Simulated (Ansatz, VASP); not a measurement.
Hf: VASP beside Ansatz

File INCAR:

```
  PREC = Accurate
  ENCUT = 520
  EDIFF = 1E-6
  ISMEAR = -1
  SIGMA = 0.05
  LREAL = F
  LASPH = T
  NELM = 100
  ALGO = Normal
  ISIF = 2
  LWAVE = F
  LCHARG = F
  LDIPOL = T
  IDIPOL = 3
  DIPOL = 0.5 0.5 0.500
  NBANDS = 39
```

KPOINTS

```
Automatic mesh
0
Gamma
  12 8 1
```

The input POSCAR:

```
Hf
1.0
    3.1190139511      0.0000000000      0.0000000000
    0.0000000000      4.9418267784      0.0000000000
    0.0000000000      0.0000000000     22.3027000000
Hf
6
Direct
    0.7500000000      0.7500000000      0.3631551490
    0.2500000000      0.2500000000      0.4027212930
    0.2500000000      0.7500000000      0.4773402291
    0.7500000000      0.2500000000      0.5226597711
    0.7500000000      0.7500000000      0.5972787119
    0.2500000000      0.2500000000      0.6368448459
```

Input for Ansatz:

```yaml
crystal:
  lattice:
    - [3.1190139511, 0.0, 0.0]
    - [0.0, 4.9418267784, 0.0]
    - [0.0, 0.0, 22.3027]
  atoms:
    - { symbol: Hf, position: [0.75, 0.75, 0.363155149] }
    - { symbol: Hf, position: [0.25, 0.25, 0.402721293] }
    - { symbol: Hf, position: [0.25, 0.75, 0.4773402291] }
    - { symbol: Hf, position: [0.75, 0.25, 0.5226597711] }
    - { symbol: Hf, position: [0.75, 0.75, 0.5972787119] }
    - { symbol: Hf, position: [0.25, 0.25, 0.6368448459] }
  periodic: [true, true, false]
kpoints:
  mp_grid: { grid: [12, 8, 1] }
scf:
  occupations: { method: fermi_dirac, width: 0.05 }
hamiltonian:
  xc: lda
  pseudopotentials: { kind: paw }
output:
  forces: true
  stress: true
  eigenvalues: true
```

Alike in both runs: task single point; functional LDA; k mesh 12 × 8 × 1; occupations fermi-dirac, width 0.05 eV; no spin polarisation.

```csv
,VASP,Ansatz
version,VASP 6.6.1,Ansatz 0.2.0
potentials or method,"VASP PAW LDA potentials, release 64 (Hf_pv)","PAW with Ansatz's default frozen-core files, scalar-relativistic"
plane-wave cutoff (eV),520,420
valence electrons in the cell,60,156
```

```csv
,VASP,Ansatz,Ansatz less VASP
rms of the force components (eV/Å),0.009,0.003,-0.0061
```

LDA's correlation is that of Perdew and Zunger in VASP and of Perdew and Wang (1992) in Ansatz. Atom by atom the forces differ by 0.007 eV/Å (rms over components). VASP's potentials hold 60 valence electrons a cell and Ansatz's 156, so a difference there can come from the potentials and not from the codes. Ansatz's warnings: slab cell height set.

Spin-orbit coupling is off throughout.
